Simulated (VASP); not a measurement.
# Rb (R-3m) in VASP: further runs

The runs below take Rb through single point, with PBEsol.

Program: VASP 6.6.1. These are calculated values, not measurements. Logs are shortened: lines on timing, memory, paths and dates and some standing lists are left out, and cuts for length are marked.

## 1. The cell of the first run

The structure is trigonal, space group R-3m (No. 166). Conventional cell: a = 7.976 Å, b = 7.976 Å, c = 4.812 Å, α = 90.00°, β = 90.00°, γ = 120.00°.

## 2. Single point, PBEsol (equal xy, yz and zx shear strains of -1 %)

The input, INCAR:

```
ALGO = Normal ; EDIFF = 1E-7
ENCUT = 520 ; GGA = PS
ISIF = 2 ; ISMEAR = -1
LASPH = True ; LCHARG = False
LREAL = False ; LWAVE = False
NBANDS = 10 ; NELM = 100
PREC = Accurate ; SIGMA = 0.05
```

The input, KPOINTS:

```
k-points
0
Gamma
  8 8 8
```

The input, POSCAR:

```
Rb
1.0
   -2.8340600000      2.8060000000      2.8060000000
    2.8060000000     -2.8340600000      2.8060000000
    2.8060000000      2.8060000000     -2.8340600000
Rb
1
Direct
    0.0000000000      0.0000000000      0.0000000000
```

Potentials or basis: VASP PAW PBE potentials, release 64 (Rb_sv).

Started as:

```
$ cat potpaw_PBE.64/Rb_sv/POTCAR > POTCAR
$ mpirun -np 1 vasp_std > vasp.out
```

OUTCAR:

```text
EDIFF = 1E-7
   ENCUT = 520
   GGA = PS
   ISIF = 2
   ISMEAR = -1
   LASPH = True
   LREAL = False
   NELM = 100
   PREC = Accurate

 ion  position               nearest neighbor table
   1  0.000  0.000  0.000-

  LATTYP: Found a trigonal (rhomboedric) cell.
 ALAT       =     4.8763888364
 COS(alpha) =    -0.3377371610

  Lattice vectors:

 A1 = (  -2.8340600000,   2.8060000000,   2.8060000000)
 A2 = (   2.8060000000,  -2.8340600000,   2.8060000000)
 A3 = (   2.8060000000,   2.8060000000,  -2.8340600000)

Analysis of symmetry for initial positions (statically):
=====================================================================
 Subroutine PRICEL returns:
 Original cell was already a primitive cell.

 Routine SETGRP: Setting up the symmetry group for a
 trigonal (rhombohedral) supercell.

 Subroutine GETGRP returns: Found 12 space group operations
 (whereof 12 operations were pure point group operations)
 out of a pool of 12 trial point group operations.

The static configuration has the point symmetry D_3d.

Analysis of symmetry for dynamics (positions and initial velocities):
=====================================================================
 Subroutine PRICEL returns:
 Original cell was already a primitive cell.

 Routine SETGRP: Setting up the symmetry group for a
 trigonal (rhombohedral) supercell.

 Subroutine GETGRP returns: Found 12 space group operations
 (whereof 12 operations were pure point group operations)
 out of a pool of 12 trial point group operations.

The dynamic configuration has the point symmetry D_3d.

 Subroutine INISYM returns: Found 12 space group operations
 (whereof 12 operations are pure point group operations),
 and found     1 'primitive' translations

----------------------------------------------------------------------------------------

                                     Primitive cell

  volume of cell :      88.3670

  direct lattice vectors                    reciprocal lattice vectors
    -2.834060000  2.806000000  2.806000000     0.001790940  0.179094019  0.179094019
     2.806000000 -2.834060000  2.806000000     0.179094019  0.001790940  0.179094019
     2.806000000  2.806000000 -2.834060000     0.179094019  0.179094019  0.001790940

  length of vectors
     4.876388836  4.876388836  4.876388836     0.253283522  0.253283522  0.253283522

  position of ions in fractional coordinates (direct lattice)
     0.000000000  0.000000000  0.000000000

  ion indices of the primitive-cell ions
   primitive index   ion index
                 1           1

----------------------------------------------------------------------------------------

 KPOINTS: k-points

Automatic generation of k-mesh.
 Grid dimensions read from file:
 generate k-points for:    8    8    8

 Generating k-lattice:

  Cartesian coordinates                     Fractional coordinates (reciprocal lattice)
     0.000223868  0.022386752  0.022386752     0.125000000  0.000000000  0.000000000
     0.022386752  0.000223868  0.022386752     0.000000000  0.125000000  0.000000000
     0.022386752  0.022386752  0.000223868    -0.000000000 -0.000000000  0.125000000

  Length of vectors
     0.031660440  0.031660440  0.031660440

  Shift w.r.t. Gamma in fractional coordinates (k-lattice)
     0.000000000  0.000000000  0.000000000

 Subroutine IBZKPT returns following result:
 ===========================================

 Found     65 irreducible k-points:

 Following reciprocal coordinates:
            Coordinates               Weight
  0.000000  0.000000  0.000000      1.000000
  0.125000  0.000000  0.000000      6.000000
  0.250000  0.000000  0.000000      6.000000
  0.375000  0.000000  0.000000      6.000000
  0.500000  0.000000  0.000000      3.000000
  0.125000  0.125000  0.000000      6.000000
[... 16 lines left out ...]
  0.250000  0.125000  0.125000      6.000000
  0.375000  0.125000  0.125000      6.000000
 [... further k-points ...]
   k-points           NKPTS =     65   k-points in BZ     NKDIM =     65   number of bands    NBANDS=     10
   number of dos      NEDOS =    301   number of ions     NIONS =      1
   total plane-waves  NPLWV =  46656
   dimension x,y,z NGX =    36 NGY =   36 NGZ =   36
   dimension x,y,z NGXF=    72 NGYF=   72 NGZF=   72
   ions per type =               1
   NGX,Y,Z   is equivalent  to a cutoff of  12.27, 12.27, 12.27 a.u.
   NGXF,Y,Z  is equivalent  to a cutoff of  24.55, 24.55, 24.55 a.u.
 SYSTEM =  unknown system
   PREC   = accura    normal or accurate (medium, high low for compatibility)
   ISTART =      0    job   : 0-new  1-cont  2-samecut
   ICHARG =      2    charge: 1-file 2-atom 10-const
   ISPIN  =      1    spin polarized calculation?
   LNONCOLLINEAR =      F non collinear calculations
   LSORBIT =      F    spin-orbit coupling
   LASPH  =      T    aspherical Exc in radial PAW
   ENCUT  =  520.0 eV  38.22 Ry    6.18 a.u.   9.07  9.07  9.07*2*pi/ulx,y,z
   NELM   =    100;   NELMIN=  2; NELMDL= -5     # of ELM steps
   EDIFF  = 0.1E-06   stopping-criterion for ELM
   LREAL  =      F    real-space projection
   EDIFFG = 0.1E-05   stopping-criterion for IOM
   NSW    =      0    number of steps for IOM
   IBRION =     -1    ionic relax: 0-MD 1-quasi-New 2-CG
   NFREE  =      0    steps in history (QN), initial steepest desc. (CG)
   ISIF   =      2    stress and relaxation
   ISYM   =      2    0-nonsym 1-usesym 2-fastsym
   POTIM  = 0.5000    time-step for ionic-motion
   TEBEG  =    0.0;   TEEND  =   0.0 temperature during run
   PSTRESS=    0.0 pullay stress
   NELECT =       9.0000    total number of electrons
   NUPDOWN=      -1.0000    fix difference up-down
   EMIN   =  10.00;   EMAX   =-10.00  energy-range for DOS
   EFERMI =   0.00;   METHOD = LEGACY
   ISMEAR =    -1;   SIGMA  =   0.05  broadening in eV -4-tet -1-fermi 0-gaus
   EFERMI_NEDOS =   21; number of points for ismear=-14 and -15
   IALGO  =     38    algorithm
   IMIX   =      4    mixing-type and parameters
     AMIX     =   0.40;   BMIX     =  1.00
     AMIX_MAG =   1.60;   BMIX_MAG =  1.00
  volume/ion in A,a.u.               =      88.37       596.33
  Fermi-wavevector in a.u.,A,eV,Ry     =   0.764526  1.444745  7.952604  0.584500
  Thomas-Fermi vector in A             =   1.864447
   LORBIT       =      0    0 simple, 1 ext, 2 COOP (PROOUT), +10 PAW based schemes
   GGA     = PS    functional components
   LHFCALC =     F    Hartree Fock is set to
   AEXX    =    0.0000 exact exchange contribution
   IVDW    =     0    specifies the selected vdW correction
   LEPSILON=     F    determine dielectric tensor
   LRPA    =     F    only Hartree local field effects (RPA)
 non-spin polarized calculation
  energy-cutoff  :      520.00
  volume of cell :       88.37
 maximum number of plane-waves:      2418
   NGX = 19   NGY = 19   NGZ = 19

 number of electron       9.0000000 magnetization

 Free energy of the ion-electron system (eV)
  ---------------------------------------------------
  ext. energy  EPLUGINS =         0.00000000
  ---------------------------------------------------
  free energy    TOTEN  =        -1.02332521 eV

  energy without entropy =       -1.01270504  energy(sigma->0) =       -1.01801513

 E-fermi :   0.0310     XC(G=0):  -5.5943

 val. band max:        0.0214253188   @ k =   0.2500   0.2500   0.0000
 cond. band min:       0.0692064586   @ k =   0.5000   0.3750   0.1250
 fundamental gap:      0.0477811398
 Fermi energy:         0.0310448435

 k-point     1 :       0.0000    0.0000    0.0000
  band No.  band energies     occupation
      1     -28.8293      2.00000
      2     -12.8739      2.00000
      3     -12.8739      2.00000
      4     -12.8719      2.00000
      5      -2.0034      2.00000
      6       3.6721      0.00000
      7       3.7386      0.00000
      8       3.7386      0.00000
      9       4.6899      0.00000
     10       4.6899      0.00000

 k-point     2 :       0.1250    0.0000    0.0000
  band No.  band energies     occupation
      1     -28.8286      2.00000
      2     -12.8890      2.00000
      3     -12.8787      2.00000
      4     -12.8738      2.00000
      5      -1.8127      2.00000
      6       3.4194      0.00000
      7       3.4885      0.00000
      8       3.8746      0.00000
      9       4.3902      0.00000
     10       4.6162      0.00000

 k-point     3 :       0.2500    0.0000    0.0000
  band No.  band energies     occupation
      1     -28.8268      2.00000
      2     -12.9282      2.00000
      3     -12.8918      2.00000
      4     -12.8737      2.00000
      5      -1.2694      2.00000
      6       2.5199      0.00000
      7       3.0460      0.00000
      8       4.3916      0.00000
      9       4.4653      0.00000
     10       4.5818      0.00000

 k-point     4 :       0.3750    0.0000    0.0000
  band No.  band energies     occupation
      1     -28.8250      2.00000
      2     -12.9666      2.00000
      3     -12.9049      2.00000
      4     -12.8736      2.00000
      5      -0.4637      1.99990
      6       1.5703      0.00000
      7       2.7170      0.00000
      8       4.4623      0.00000
      9       4.7771      0.00000
     10       5.2076      0.00000
[... 222 lines left out ...]
 k-point    22 :       0.1250    0.1250    0.1250
  band No.  band energies     occupation
      1     -28.8259      2.00000
      2     -12.9480      2.00000
      3     -12.8858      2.00000
      4     -12.8858      2.00000
      5      -0.9135      2.00000
      6       2.4025      0.00000
      7       2.4025      0.00000
      8       4.4337      0.00000
      9       4.8095      0.00000
     10       4.8095      0.00000

 k-point    23 :       0.2500    0.1250    0.1250
  band No.  band energies     occupation
      1     -28.8246      2.00000
      2     -12.9651      2.00000
      3     -12.9053      2.00000
      4     -12.8874      2.00000
      5      -0.1188      1.90493
      6       1.6499      0.00000
      7       2.1169      0.00000
      8       4.0728      0.00000
      9       5.0254      0.00000
     10       5.1619      0.00000

 k-point    24 :       0.3750    0.1250    0.1250
  band No.  band energies     occupation
      1     -28.8242      2.00000
      2     -12.9657      2.00000
      3     -12.9181      2.00000
      4     -12.8883      2.00000
      5       0.6500      0.00001
      6       0.9509      0.00000
      7       2.0189      0.00000
      8       3.7293      0.00000
      9       5.2000      0.00000
     10       5.3483      0.00000

 [... further k-points ...]

------------------------ aborting loop because EDIFF is reached ----------------------------------------

  FORCE on cell =-STRESS in cart. coord.  units (eV):
  Direction    XX          YY          ZZ          XY          YZ          ZX
  --------------------------------------------------------------------------------------
  -------------------------------------------------------------------------------------
  Total       -0.0304005     -0.0304005     -0.0304005      0.0062160      0.0062160      0.0062160
  in kB       -0.5511901     -0.5511901     -0.5511901      0.1127016      0.1127016      0.1127016
  external PRESSURE =      -0.5511901 kB  Pullay stress =       0.0000000 kB

 VOLUME and BASIS-vectors are now :
 -----------------------------------------------------------------------------
  energy-cutoff  :      520.00
  volume of cell :       88.37
      direct lattice vectors                 reciprocal lattice vectors
    -2.834060000  2.806000000  2.806000000     0.001790940  0.179094019  0.179094019
     2.806000000 -2.834060000  2.806000000     0.179094019  0.001790940  0.179094019
     2.806000000  2.806000000 -2.834060000     0.179094019  0.179094019  0.001790940

 POSITION                                       TOTAL-FORCE (eV/Angst)
 -----------------------------------------------------------------------------------
      0.00000      0.00000      0.00000         0.000000     -0.000000     -0.000000
 -----------------------------------------------------------------------------------
    total drift:                               -0.000000      0.000000      0.000000

  FREE ENERGIE OF THE ION-ELECTRON SYSTEM (eV)
  ---------------------------------------------------
  free  energy   TOTEN  =        -1.0233252134 eV

  energy  without entropy=       -1.0127050375  energy(sigma->0) =       -1.01801513
```

Wall time 14 s (1 thread of Intel Xeon 6975P-C (Granite Rapids), shared host); peak memory 0.22 GiB.

Results:

* Free energy: -1.0233 eV
* Pressure: -0.1 GPa

Levels at points of the mesh, in eV from the Fermi level:
```tsv
k point	band 1	band 2	band 3	band 4	band 5	band 6	band 7	band 8	band 9
(0.00, 0.00, 0.00)	-28.86	-12.90	-12.90	-12.90	-2.03	3.64	3.71	3.71	4.66
(0.50, 0.00, 0.00)	-28.86	-13.01	-12.94	-12.90	0.23	0.81	2.57	4.27	5.20
(0.50, 0.50, 0.00)	-28.86	-13.01	-12.94	-12.90	0.19	0.76	2.57	4.33	5.24
(0.50, 0.50, 0.50)	-28.85	-12.99	-12.98	-12.98	1.23	1.23	3.29	3.29	3.31
```

Caveat: the cell differs from its parent crystal (equal xy, yz and zx shear strains of -1 %); the PAW data sets were made with another functional, which shifts forces and pressure a little.

## 3. Single point, PBEsol (equal xy, yz and zx shear strains of +1 %)

The input, INCAR:

```
  PREC = Accurate
  ENCUT = 520
  EDIFF = 1E-6
  ISMEAR = -1
  SIGMA = 0.05
  LREAL = False
  LASPH = True
  NELM = 100
  ALGO = Normal
  ISIF = 2
  LWAVE = False
  LCHARG = False
  GGA = PS
  NBANDS = 10
```

The input, KPOINTS:

```
regular mesh
0
Gamma
  8 8 8
```

The input, POSCAR:

```
Rb
1.0
   -2.7779400000      2.8060000000      2.8060000000
    2.8060000000     -2.7779400000      2.8060000000
    2.8060000000      2.8060000000     -2.7779400000
Rb
1
Direct
    0.0000000000      0.0000000000      0.0000000000
```

Potentials or basis: VASP PAW PBE potentials, release 64 (Rb_sv).

Started as:

```
$ cat potpaw_PBE.64/Rb_sv/POTCAR > POTCAR
$ mpirun -np 1 vasp_std > vasp.out
```

Wall time 13 s (1 thread of Intel Xeon 6975P-C (Granite Rapids), shared host); peak memory 0.22 GiB.

The run converged. Its results:

```yaml
Free_energy: -1.0233 eV
Pressure: -0.1 GPa
```

Levels at points of the mesh, in eV from the Fermi level:
```csv
k point,band 1,band 2,band 3,band 4,band 5,band 6,band 7,band 8,band 9
"(0.00, 0.00, 0.00)",-28.86,-12.91,-12.90,-12.90,-2.03,3.66,3.66,3.73,4.66
"(0.50, 0.00, 0.00)",-28.86,-13.01,-12.94,-12.90,0.19,0.76,2.57,4.33,5.25
"(0.50, 0.50, 0.00)",-28.86,-13.01,-12.94,-12.90,0.23,0.80,2.57,4.28,5.19
"(0.50, 0.50, 0.50)",-28.85,-12.98,-12.98,-12.98,1.23,1.23,3.29,3.30,3.30
```

Caveat: the cell differs from its parent crystal (equal xy, yz and zx shear strains of +1 %); the PAW data sets were made with another functional, which shifts forces and pressure a little.
